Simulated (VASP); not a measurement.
Runs of VASP 6.6.1 on Hg. The structure is that of space group Fd-3m (No. 227), or close to it. The cells are those of the table. 

| cell | gap on the mesh (eV) | pressure (GPa) |
| --- | --- | --- |
| a = 4.519 Å, angles 60.0°, 2 atoms | none | (a) |
| a = 3.948 Å, angles 60.0°, 2 atoms | none | 53.1 |
| a = 4.156 Å, angles 60.0°, 2 atoms | none | 22.7 |
| a = 3.715 Å, angles 60.0°, 2 atoms | none | 124.2 |

Alike in all rows: task single point; level PBEsol; potentials or basis VASP PAW PBE potentials, release 64 (Hg); no spin polarisation; k mesh 12 × 12 × 12; cutoff (eV) 520; smearing fermi-dirac 0.05 eV.

Task: Estimate the missing entries.

Result: (a) 2.9.

Caveats: the PAW data sets were made with another functional, which shifts forces and pressure a little; spin-orbit coupling is left out, which moves the levels of the heavy elements; the cell stands under pressure (at least some runs).

A k mesh can miss the band edges, and the runs leave out spin-orbit coupling on Hg.

A gap of «none» marks levels without a gap at the run's occupations.
